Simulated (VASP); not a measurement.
Input of a VASP 6.6.1 run:

INCAR

```
SYSTEM = SnO2
PREC = Accurate
ENCUT = 600
EDIFF = 1E-6
ISMEAR = 0
SIGMA = 0.02
LREAL = .False.
LASPH = .True.
NELM = 120
ALGO = Normal
ISIF = 2
LWAVE = .False.
LCHARG = .False.
GGA = PS
NBANDS = 64
GGA_COMPAT = .False.
```

File KPOINTS:

```
Automatic mesh
0
Gamma
  6 6 6
  0 0 0
```

File POSCAR:

```
SnO2
1.0
    4.7427812646      0.0000000000      0.0000000000
    0.0000000000      5.7497414496      0.0000000000
    0.0000000000      0.0000000000      5.2475101869
Sn O
4 8
Direct
    0.5000000000      0.6664263791      0.7500000000
    0.0000000000      0.8335736209      0.2500000000
    0.5000000000      0.3335736209      0.2500000000
    0.0000000000      0.1664263791      0.7500000000
    0.7308523942      0.6055672097      0.0777243707
    0.2308523942      0.8944327903      0.9222756293
    0.7691476058      0.8944327903      0.5777243707
    0.2691476058      0.6055672097      0.4222756293
    0.7308523942      0.3944327903      0.5777243707
    0.2308523942      0.1055672097      0.4222756293
    0.7691476058      0.1055672097      0.0777243707
    0.2691476058      0.3944327903      0.9222756293
```

Potentials or basis: VASP PAW PBE potentials, release 64 (Sn_d, O).

Launch:

```bash
$ cat potpaw_PBE.64/Sn_d/POTCAR potpaw_PBE.64/O/POTCAR > POTCAR
$ mpirun -np 1 vasp_std > vasp.out
```

Predict the largest force.

0.024 eV/Å.

What does it give for the pressure?

0.6 GPa.

Predict the band gap on the k mesh.

1.26 eV, indirect (the least direct gap lies 0.8 meV higher).

Stress tensor (GPa, compression positive):
```
0.53 0.00 0.00
0.00 0.56 0.00
0.00 0.00 0.69
```

Caveat: the PAW data sets were made with another functional, which shifts forces and pressure a little; spin-orbit coupling is left out, which moves the levels of the heavy elements. Expect the measured gap to be larger: semilocal functionals such as PBEsol lack the derivative discontinuity.
